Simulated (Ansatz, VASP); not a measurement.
## One calculation of InSb, two programs

File INCAR:

```
PREC = Accurate ; ENCUT = 520
EDIFF = 1E-6 ; ISMEAR = 0
SIGMA = 0.15 ; LREAL = F
LASPH = T ; NELM = 60
ALGO = Normal ; ISIF = 2
LWAVE = F ; LCHARG = T
GGA = PE ; LELF = T
LVHAR = T ; NBANDS = 16
```

KPOINTS

```
Automatic mesh
0
Gamma
  14 14 14
```

POSCAR

```
InSb
1.0
    0.0000000000      2.9590962451      3.1440397604
    2.9590962451      0.0000000000      3.1440397604
    2.9590962451      2.9590962451      0.0000000000
In Sb
1 1
Direct
    0.0000000000      0.0000000000      0.0000000000
    0.5000000000      0.5000000000      0.5000000000
```

Input for Ansatz:

```yaml
crystal:
  lattice:
    - [0.0, 2.9590962451, 3.1440397604]
    - [2.9590962451, 0.0, 3.1440397604]
    - [2.9590962451, 2.9590962451, 0.0]
  atoms:
    - { symbol: In, position: [0.0, 0.0, 0.0] }
    - { symbol: Sb, position: [0.5, 0.5, 0.5] }
basis:
  ecutwfc: 420
kpoints:
  mp_grid: { grid: [14, 14, 14] }
hamiltonian:
  xc: pbe
  pseudopotentials: { kind: paw, azcp: { folder: soft_1 } }
scf:
  occupations: { method: gaussian, width: 0.15 }
output:
  forces: true
  stress: true
  eigenvalues: true
```

Alike in both runs: task single point; functional PBE; k mesh 14 × 14 × 14; occupations gaussian, width 0.15 eV; no spin polarisation.

|  | VASP | Ansatz |
| --- | --- | --- |
| version | VASP 6.6.1 | Ansatz 0.2.0 |
| potentials or method | VASP PAW PBE potentials, release 64 (In_d, Sb), cutoff 520 eV | scalar-relativistic, plane waves, PAW |
| valence electrons in the cell | 18 | 28 |

Ansatz gave:

| Quantity | Value |
| --- | --- |
| gap on the k mesh at the Fermi level (eV) | none |
| pressure (GPa) | 3.4 |
| traceless stress, the component that is largest in VASP (GPa) | -3.72 |

Question: Estimate VASP's values.

Answer: gap on the k mesh at the Fermi level (eV): none; pressure (GPa): 3.3; traceless stress, the component that is largest in VASP (GPa): -3.71.

A gap of «none» marks a metal or a gap that the smearing closes. VASP's potentials hold 18 valence electrons a cell and Ansatz's 28, so a difference there can come from the potentials and not from the codes.

Neither program's run includes spin-orbit coupling.
